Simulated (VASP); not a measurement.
Set up this calculation in VASP 6.6.1, as the native input.

```
Task                   : single point
Functional             : PBE
Potentials or basis    : VASP PAW PBE potentials, release 64 (Ga_d, P)
Cutoff                 : 520 eV
k mesh                 : 6 × 6 × 6
Occupations            : gaussian, width 0.01 eV
Spin                   : no spin polarisation
Dipole correction      : no
Further INCAR settings : ALGO = Normal; EDIFF = 1e-07; NBANDS = 16
```

The structure of GaP lies in POSCAR:

```
GaP
1.0
    0.0000000000      2.7252500000      2.7252500000
    2.7252500000      0.0000000000      2.7252500000
    2.7252500000      2.7252500000      0.0000000000
Ga P
1 1
Direct
    0.0000000000      0.0000000000      0.0000000000
    0.2500000000      0.2500000000      0.2500000000
```

These files were run (other wordings do the same):

INCAR

```
ALGO = Normal ; EDIFF = 1E-7
ENCUT = 520 ; GGA = PE
ISIF = 2 ; ISMEAR = 0
LASPH = True ; LCHARG = True
LELF = True ; LREAL = False
LVHAR = True ; LWAVE = False
NBANDS = 16 ; NELM = 80
PREC = Accurate ; SIGMA = 0.01
```

KPOINTS

```
k-points
0
Gamma
  6 6 6
```

Potentials or basis: VASP PAW PBE potentials, release 64 (Ga_d, P).

Run with:

```bash
$ cat potpaw_PBE.64/Ga_d/POTCAR potpaw_PBE.64/P/POTCAR > POTCAR
$ mpirun -np 1 vasp_std > vasp.out
```

Results of the run:

```json
{"Pressure": "2.5 GPa", "Band gap on the k mesh": "1.65 eV, indirect (least direct gap 1.82 eV)"}
```

Run time: 13 s on 1 thread of Intel(R) Xeon(R) Platinum 8488C (Sapphire Rapids) (shared host), peak memory 0.16 GiB.
